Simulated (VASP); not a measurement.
# S (Pm-3m) in VASP: a series of runs

Runs on S. Level: PBE. Tasks: density of states.

Program: VASP 6.6.1. These are calculated values, not measurements. Logs are shortened: lines on timing, memory, paths and dates and some standing lists are left out, and cuts for length are marked.

## (1) The cell of the first run

The structure is cubic, space group Pm-3m (No. 221). The conventional cell has a = 1.902 Å, b = 1.902 Å, c = 1.902 Å, α = 90.00°, β = 90.00°, γ = 90.00°. Within 2.5 Å of S (site symmetry m-3m) lie 6 S at 1.90 Å.

## (2) Density of states, PBE (volume scaled by 0.4)

File POSCAR:

```
S
1.0
    1.9023662446      0.0000000000      0.0000000000
    0.0000000000      1.9023662446      0.0000000000
    0.0000000000      0.0000000000      1.9023662446
S
1
Direct
    0.0000000000      0.0000000000      0.0000000000
```

File INCAR.step1:

```
PREC = Accurate
ENCUT = 520
EDIFF = 1E-7
ISMEAR = -1
SIGMA = 0.1
LREAL = F
LASPH = T
NELM = 100
ALGO = Normal
ISIF = 2
LWAVE = F
LCHARG = T
GGA = PE
NBANDS = 9
```

File KPOINTS.step1:

```
regular mesh
0
Gamma
  14 14 14
```

File INCAR.step2:

```
PREC = Accurate
ENCUT = 520
EDIFF = 1E-7
ISMEAR = -5
SIGMA = 0.1
LREAL = F
LASPH = T
NELM = 100
ALGO = Normal
ISIF = 2
LWAVE = F
LCHARG = F
GGA = PE
LORBIT = 11
NEDOS = 2001
ICHARG = 11
```

File KPOINTS.step2:

```
regular mesh
0
Gamma
  21 21 21
```

Potentials or basis: VASP PAW PBE potentials, release 64 (S).

Started as:

```bash
$ cat potpaw_PBE.64/S/POTCAR > POTCAR
$ cp INCAR.step1 INCAR
$ cp KPOINTS.step1 KPOINTS
$ mpirun -np 1 vasp_std > vasp.out
$ cp INCAR.step2 INCAR
$ cp KPOINTS.step2 KPOINTS
$ mpirun -np 1 vasp_std > vasp.out
```

OUTCAR:

```text
PREC = Accurate
   ENCUT = 520
   EDIFF = 1E-7
   ISMEAR = -5
   LREAL = F
   LASPH = T
   NELM = 100
   ISIF = 2
   GGA = PE
   LORBIT = 11
   ICHARG = 11

 ion  position               nearest neighbor table
   1  0.000  0.000  0.000-

  LATTYP: Found a simple cubic cell.
 ALAT       =     1.9023662446

  Lattice vectors:

 A1 = (   1.9023662446,   0.0000000000,   0.0000000000)
 A2 = (   0.0000000000,   1.9023662446,   0.0000000000)
 A3 = (   0.0000000000,   0.0000000000,   1.9023662446)

Analysis of symmetry for initial positions (statically):
=====================================================================
 Subroutine PRICEL returns:
 Original cell was already a primitive cell.

 Routine SETGRP: Setting up the symmetry group for a
 simple cubic supercell.

 Subroutine GETGRP returns: Found 48 space group operations
 (whereof 48 operations were pure point group operations)
 out of a pool of 48 trial point group operations.

The static configuration has the point symmetry O_h .

Analysis of symmetry for dynamics (positions and initial velocities):
=====================================================================
 Subroutine PRICEL returns:
 Original cell was already a primitive cell.

 Routine SETGRP: Setting up the symmetry group for a
 simple cubic supercell.

 Subroutine GETGRP returns: Found 48 space group operations
 (whereof 48 operations were pure point group operations)
 out of a pool of 48 trial point group operations.

The dynamic configuration has the point symmetry O_h .

 Subroutine INISYM returns: Found 48 space group operations
 (whereof 48 operations are pure point group operations),
 and found     1 'primitive' translations

----------------------------------------------------------------------------------------

                                     Primitive cell

  volume of cell :       6.8847

  direct lattice vectors                    reciprocal lattice vectors
     1.902366245  0.000000000  0.000000000     0.525661135  0.000000000  0.000000000
     0.000000000  1.902366245  0.000000000     0.000000000  0.525661135  0.000000000
     0.000000000  0.000000000  1.902366245     0.000000000  0.000000000  0.525661135

  length of vectors
     1.902366245  1.902366245  1.902366245     0.525661135  0.525661135  0.525661135

  position of ions in fractional coordinates (direct lattice)
     0.000000000  0.000000000  0.000000000

[... 79 lines left out ...]
   EDIFFG = 0.1E-05   stopping-criterion for IOM
   NSW    =      0    number of steps for IOM
   IBRION =     -1    ionic relax: 0-MD 1-quasi-New 2-CG
   NFREE  =      0    steps in history (QN), initial steepest desc. (CG)
   ISIF   =      2    stress and relaxation
   ISYM   =      2    0-nonsym 1-usesym 2-fastsym
   POTIM  = 0.5000    time-step for ionic-motion
   TEBEG  =    0.0;   TEEND  =   0.0 temperature during run
   PSTRESS=    0.0 pullay stress
   NELECT =       6.0000    total number of electrons
   NUPDOWN=      -1.0000    fix difference up-down
   EMIN   =  10.00;   EMAX   =-10.00  energy-range for DOS
   EFERMI =   0.00;   METHOD = LEGACY
   ISMEAR =    -5;   SIGMA  =   0.10  broadening in eV -4-tet -1-fermi 0-gaus
   EFERMI_NEDOS =   21; number of points for ismear=-14 and -15
   IALGO  =     38    algorithm
   IMIX   =      4    mixing-type and parameters
     AMIX     =   0.40;   BMIX     =  1.00
     AMIX_MAG =   1.60;   BMIX_MAG =  1.00
  volume/ion in A,a.u.               =       6.88        46.46
  Fermi-wavevector in a.u.,A,eV,Ry     =   1.563740  2.955039 33.270077  2.445282
  Thomas-Fermi vector in A             =   2.666466
   LORBIT       =     11    0 simple, 1 ext, 2 COOP (PROOUT), +10 PAW based schemes
   GGA     = PE    functional components
   LHFCALC =     F    Hartree Fock is set to
   AEXX    =    0.0000 exact exchange contribution
   IVDW    =     0    specifies the selected vdW correction
   LEPSILON=     F    determine dielectric tensor
   LRPA    =     F    only Hartree local field effects (RPA)
 non-spin polarized calculation
 Fermi weights with tetrahedron method with Bloechl corrections
  energy-cutoff  :      520.00
  volume of cell :        6.88
 maximum number of plane-waves:       195

 number of electron       5.9999996 magnetization

 Free energy of the ion-electron system (eV)
  ---------------------------------------------------
  ext. energy  EPLUGINS =         0.00000000
  ---------------------------------------------------
  free energy    TOTEN  =         1.71481461 eV

  energy without entropy =        1.71481461  energy(sigma->0) =        1.71481461

 E-fermi :  25.0618     XC(G=0): -15.2512

 val. band max:       25.1458165310   @ k =   0.4762   0.1905   0.0952
 cond. band min:      24.9655040430   @ k =   0.4762   0.3333   0.1905
 fundamental gap:     -0.1803124879
 Fermi energy:        25.0618297101

 k-point     1 :       0.0000    0.0000    0.0000
  band No.  band energies     occupation
      1      -5.1421      2.00000
      2      28.4561      0.00000
      3      28.4561      0.00000
      4      30.5838      0.00000
      5      30.5838      0.00000
      6      30.5838      0.00000
      7      47.0623      0.00000
[... 221 lines left out ...]
 k-point    24 :       0.1905    0.0952    0.0000
  band No.  band energies     occupation
      1      -3.4109      2.00000
      2      18.8320      2.00000
      3      25.6019      0.40994
      4      31.9973      0.00000
      5      34.2379      0.00000
      6      41.1208      0.00000
      7      48.8863      0.00000

 [... further k-points ...]

------------------------ aborting loop because EDIFF is reached ----------------------------------------

  FORCE on cell =-STRESS in cart. coord.  units (eV):
  Direction    XX          YY          ZZ          XY          YZ          ZX
  --------------------------------------------------------------------------------------
  -------------------------------------------------------------------------------------
  Total       14.1547942     14.1547942     14.1547942      0.0000000     -0.0000000      0.0000000
  in kB     3294.0618400   3294.0618400   3294.0618400      0.0000000     -0.0000000      0.0000000
  external PRESSURE =    3294.0618400 kB  Pullay stress =       0.0000000 kB

 VOLUME and BASIS-vectors are now :
 -----------------------------------------------------------------------------
  energy-cutoff  :      520.00
  volume of cell :        6.88
      direct lattice vectors                 reciprocal lattice vectors
     1.902366245  0.000000000  0.000000000     0.525661135  0.000000000  0.000000000
     0.000000000  1.902366245  0.000000000     0.000000000  0.525661135  0.000000000
     0.000000000  0.000000000  1.902366245     0.000000000  0.000000000  0.525661135

 POSITION                                       TOTAL-FORCE (eV/Angst)
 -----------------------------------------------------------------------------------
      0.00000      0.00000      0.00000         0.000000      0.000000      0.000000
 -----------------------------------------------------------------------------------
    total drift:                                0.000000      0.000000      0.000000

  FREE ENERGIE OF THE ION-ELECTRON SYSTEM (eV)
  ---------------------------------------------------
  free  energy   TOTEN  =         1.7148146137 eV

  energy  without entropy=        1.7148146137  energy(sigma->0) =        1.71481461

 total charge

# of ion       s       p       d       tot
------------------------------------------
    1        1.334   2.640   0.000   3.974
```

OUTCAR.step1:

```text
PREC = Accurate
   ENCUT = 520
   EDIFF = 1E-7
   ISMEAR = -1
   LREAL = F
[... 503 lines left out ...]

 POSITION                                       TOTAL-FORCE (eV/Angst)
 -----------------------------------------------------------------------------------
      0.00000      0.00000      0.00000         0.000000      0.000000      0.000000
 -----------------------------------------------------------------------------------
    total drift:                                0.000000      0.000000      0.000000

  FREE ENERGIE OF THE ION-ELECTRON SYSTEM (eV)
  ---------------------------------------------------
  free  energy   TOTEN  =         1.6935527319 eV

  energy  without entropy=        1.6997404200  energy(sigma->0) =        1.69664658
```

OSZICAR.step1:

```text
N       E                     dE             d eps       ncg     rms          rms(c)
DAV:   1     0.104169968034E+02    0.10417E+02   -0.37078E+03  2504   0.613E+02
DAV:   2     0.171416630192E+01   -0.87028E+01   -0.81740E+01  2987   0.836E+01
DAV:   3     0.161590254062E+01   -0.98264E-01   -0.98058E-01  2474   0.689E+00
DAV:   4     0.161580336319E+01   -0.99177E-04   -0.99170E-04  2957   0.249E-01
DAV:   5     0.161580332426E+01   -0.38936E-07   -0.39553E-07  2494   0.384E-03    0.362E+01
DAV:   6     0.166759671511E+01    0.51793E-01   -0.13469E-02  2360   0.732E-01    0.219E+01
DAV:   7     0.169334416557E+01    0.25747E-01   -0.22843E-02  2335   0.997E-01    0.165E-01
DAV:   8     0.169353464156E+01    0.19048E-03   -0.31871E-04  2372   0.147E-01    0.704E-02
DAV:   9     0.169355336088E+01    0.18719E-04   -0.43658E-05  2572   0.431E-02    0.265E-02
DAV:  10     0.169355262499E+01   -0.73589E-06   -0.50936E-07  2494   0.593E-03    0.185E-02
DAV:  11     0.169355273314E+01    0.10815E-06   -0.15722E-07  2160   0.299E-03    0.319E-04
DAV:  12     0.169355273188E+01   -0.12556E-08   -0.11205E-09  1229   0.345E-04
   1 F= 0.16935527E+01 E0= 0.16966466E+01  d E =-.618769E-02
```

Wall time 4.5 s (1 thread of Intel Xeon 6975P-C (Granite Rapids), shared host); peak memory 0.12 GiB.

Results:

```yaml
Valence_electrons_inside_the_program's_atomic_spheres: S 3.97
```

Levels at points of the mesh, in eV from the Fermi level:
```csv
k point,band 1,band 2,band 3,band 4,band 5,band 6,band 7
"(0.00, 0.00, 0.00)",-30.20,3.39,3.39,5.52,5.52,5.52,22.00
```

Caveat: tetrahedron occupations give inexact forces and stress in metals.

## (3) Density of states, PBE (volume scaled by 0.9)

File POSCAR:

```
S
1.0
    2.4928049820      0.0000000000      0.0000000000
    0.0000000000      2.4928049820      0.0000000000
    0.0000000000      0.0000000000      2.4928049820
S
1
Direct
    0.0000000000      0.0000000000      0.0000000000
```

File INCAR.step1:

```
SYSTEM = S
PREC     = Accurate       ! precision mode
ENCUT    = 520            ! plane-wave cutoff, eV
EDIFF    = 1E-6           ! SCF threshold, eV
ISMEAR   = -1             ! smearing method
SIGMA    = 0.1            ! smearing width, eV
LREAL    = .FALSE.        ! projectors in reciprocal space
LASPH    = .TRUE.         ! aspherical terms in the spheres
NELM     = 100            ! most SCF steps
ALGO     = Normal         ! electronic algorithm
ISIF     = 2              ! what is computed and relaxed
LWAVE    = .FALSE.        ! write WAVECAR
LCHARG   = .TRUE.         ! write CHGCAR
GGA      = PE             ! functional
NBANDS   = 9              ! bands
```

File KPOINTS.step1:

```
regular mesh
0
G
  14 14 14
  0 0 0
```

File INCAR.step2:

```
SYSTEM = S
PREC     = Accurate       ! precision mode
ENCUT    = 520            ! plane-wave cutoff, eV
EDIFF    = 1E-6           ! SCF threshold, eV
ISMEAR   = -5             ! smearing method
SIGMA    = 0.1            ! smearing width, eV
LREAL    = .FALSE.        ! projectors in reciprocal space
LASPH    = .TRUE.         ! aspherical terms in the spheres
NELM     = 100            ! most SCF steps
ALGO     = Normal         ! electronic algorithm
ISIF     = 2              ! what is computed and relaxed
LWAVE    = .FALSE.        ! write WAVECAR
LCHARG   = .FALSE.        ! write CHGCAR
GGA      = PE             ! functional
LORBIT   = 10             ! projections on sites
NEDOS    = 2001           ! points of the DOS
ICHARG   = 11             ! starting density
```

File KPOINTS.step2:

```
regular mesh
0
G
  21 21 21
  0 0 0
```

Potentials or basis: VASP PAW PBE potentials, release 64 (S).

Started as:

```bash
$ cat potpaw_PBE.64/S/POTCAR > POTCAR
$ cp INCAR.step1 INCAR
$ cp KPOINTS.step1 KPOINTS
$ mpirun -np 1 vasp_std > vasp.out
$ cp INCAR.step2 INCAR
$ cp KPOINTS.step2 KPOINTS
$ mpirun -np 1 vasp_std > vasp.out
```

Run time: 13 s. Hardware: 1 thread of Intel Xeon 6975P-C (Granite Rapids), shared host; peak memory 0.13 GiB.

Results (log left out):

| Property | Result |
| --- | --- |
| Valence electrons inside the program's atomic spheres | S 3.54 |

Levels at points of the mesh, in eV from the Fermi level:
```tsv
k point	band 1	band 2	band 3	band 4	band 5	band 6	band 7
(0.00, 0.00, 0.00)	-18.13	1.64	1.64	1.64	6.94	6.94	11.10
```

Caveat: tetrahedron occupations give inexact forces and stress in metals.

(Continued in part 2 of 2.)
